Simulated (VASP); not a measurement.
Set up this calculation in VASP 6.6.1, as the native input.

* Task: single point
* Functional: PBE
* Potentials or basis: VASP PAW PBE potentials, release 64 (Y_sv)
* Cutoff: 500 eV
* k mesh: 6 × 6 × 6
* Occupations: gaussian, width 0.1 eV
* Spin: no spin polarisation
* Dipole correction: no
* Further INCAR settings: ALGO = Normal; EDIFF = 1e-06; NBANDS = 12

The structure of Y lies in POSCAR:

```
Y
1.0
    2.3199274347     -2.3237567476      0.0000000000
    2.3199274347      2.3237567476      0.0000000000
    0.0000000000      0.0000000000      3.1902197689
Y
1
Direct
    0.0000000000      0.0000000000      0.0000000000
```

The cell was built from a structure type or drawn by symmetry, and may not be a known phase.

One way to write it, as run:

INCAR

```
SYSTEM = Y
PREC     = Accurate       ! precision mode
ENCUT    = 500            ! plane-wave cutoff, eV
EDIFF    = 1E-6           ! SCF threshold, eV
ISMEAR   = 0              ! smearing method
SIGMA    = 0.1            ! smearing width, eV
LREAL    = .FALSE.        ! projectors in reciprocal space
LASPH    = .TRUE.         ! aspherical terms in the spheres
NELM     = 120            ! most SCF steps
ALGO     = Normal         ! electronic algorithm
ISIF     = 2              ! what is computed and relaxed
LWAVE    = .FALSE.        ! write WAVECAR
LCHARG   = .TRUE.         ! write CHGCAR
GGA      = PE             ! functional
LELF     = .TRUE.         ! ELF
LVHAR    = .TRUE.       
NBANDS   = 12             ! bands
GGA_COMPAT= .FALSE.
```

KPOINTS

```
Automatic mesh
0
G
  6 6 6
  0 0 0
```

Potentials or basis: VASP PAW PBE potentials, release 64 (Y_sv).

Launch:

```console
$ cat potpaw_PBE.64/Y_sv/POTCAR > POTCAR
$ mpirun -np 1 vasp_std > vasp.out
```

It gave:

The pressure is 0.1 GPa and the band gap on the k mesh is zero (an odd number of electrons rules out a gap without spin polarisation).

It took 22 s on 1 thread of Intel Xeon 8259CL, on a shared host, peak memory 0.16 GiB.
